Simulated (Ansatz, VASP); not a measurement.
# Cl in VASP and in Ansatz

```
Cl
1.0
     3.20668   -2.29413    0.00000
     3.20668    2.29413    0.00000
     0.00000    0.00000    8.37102
Cl
4
Direct
  0.37000 0.63000 0.40000
  0.13000 0.87000 0.90000
  0.63000 0.37000 0.60000
  0.87000 0.13000 0.10000
```

Change from the starting cell: volume scaled by 1.06.

Alike in both runs: task single point; functional LDA; k mesh 7 × 7 × 4; occupations fermi-dirac, width 0.05 eV; no spin polarisation.

|  | VASP | Ansatz |
| --- | --- | --- |
| version | VASP 6.6.1 | Ansatz 0.2.0 |
| potentials or method | VASP PAW LDA potentials, release 64 (Cl), cutoff 520 eV | all-electron LAPW, scalar-relativistic |

Ansatz gave:

* gap on the k mesh at the Fermi level (eV): 2.14
* least direct gap on the mesh (eV): 2.19
* pressure (GPa): -3.5
* traceless stress, the component that is largest in VASP (GPa): 2.32
* rms of the force components (eV/Å): 0.460

Task: Which values does VASP return?

Result: gap on the k mesh at the Fermi level (eV): 2.16; least direct gap on the mesh (eV): 2.21; pressure (GPa): -3.8; traceless stress, the component that is largest in VASP (GPa): 2.50; rms of the force components (eV/Å): 0.522.

LDA's correlation is that of Perdew and Zunger in VASP and of Perdew and Wang (1992) in Ansatz. Atom by atom the forces differ by 0.063 eV/Å (rms over components). Ansatz ran all-electron here, and VASP with PAW potentials.
